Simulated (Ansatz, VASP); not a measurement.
Tl in VASP and in Ansatz

```
Tl
1.0
     3.59028    0.00000    0.00000
    -1.79514    3.10928    0.00000
     0.00000    0.00000    5.64194
Tl
2
Direct
  0.33333 0.66667 0.25000
  0.66667 0.33333 0.75000
```

Alike in both runs: task single point; functional PBE; k mesh 10 × 10 × 6; occupations fermi-dirac, width 0.3 eV; no spin polarisation.

|  | VASP | Ansatz |
| --- | --- | --- |
| version | VASP 6.6.1 | Ansatz 0.2.0 |
| potentials or method | VASP PAW PBE potentials, release 64 (Tl_d), cutoff 520 eV | plane waves (420 eV) with PAW, scalar-relativistic |
| valence electrons in the cell | 26 | 26 |

VASP gave:

- pressure (GPa): 0.3
- traceless stress, the component that is largest in VASP (GPa): 0.16

**Question.** Estimate Ansatz's values.

**Answer.** Pressure (GPa): 0.4; traceless stress, the component that is largest in VASP (GPa): 0.16.

Neither program's run includes spin-orbit coupling.
